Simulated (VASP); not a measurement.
## W: single point with BLYP

The system is W.

```
CELL_PARAMETERS angstrom
-1.65186 1.65186 1.65186
1.65186 -1.65186 1.65186
1.65186 1.65186 -1.65186
ATOMIC_POSITIONS crystal
W 0.00000 0.00000 0.00000
```

```
Program             : VASP 6.6.1
Task                : single point
Functional          : BLYP
Potentials or basis : VASP PAW PBE potentials, release 64 (W_sv)
Cutoff              : 520 eV
k mesh              : 22 × 22 × 22
Occupations         : fermi-dirac, width 0.1 eV
Spin                : no spin polarisation
```

```json
{
  "Pressure": "-16.8 GPa",
  "Band gap on the k mesh": "zero (bands 7 and 8 overlap by 5.31 eV)"
}
```

Levels at points of the mesh, in eV from the Fermi level:
| k point | band 5 | band 6 | band 7 | band 8 | band 9 | band 10 |
| --- | --- | --- | --- | --- | --- | --- |
| (0.00, 0.00, 0.00) | -8.69 | -1.09 | -1.09 | -1.09 | 1.93 | 1.93 |
| (0.50, 0.00, 0.00) | -5.39 | -3.01 | 0.65 | 1.74 | 2.55 | 5.00 |
| (0.50, 0.50, 0.50) | -4.79 | -4.79 | 4.22 | 4.22 | 4.22 | 7.53 |

Run time: 70 s on 1 thread of Intel(R) Xeon(R) Platinum 8259CL CPU @ 2.50GHz (Skylake/Cascade Lake), on a shared host, peak memory 0.19 GiB.

Caveat: the cell stands under tension; the PAW data sets were made with another functional, which shifts forces and pressure a little; spin-orbit coupling is left out, which moves the levels of the heavy elements.
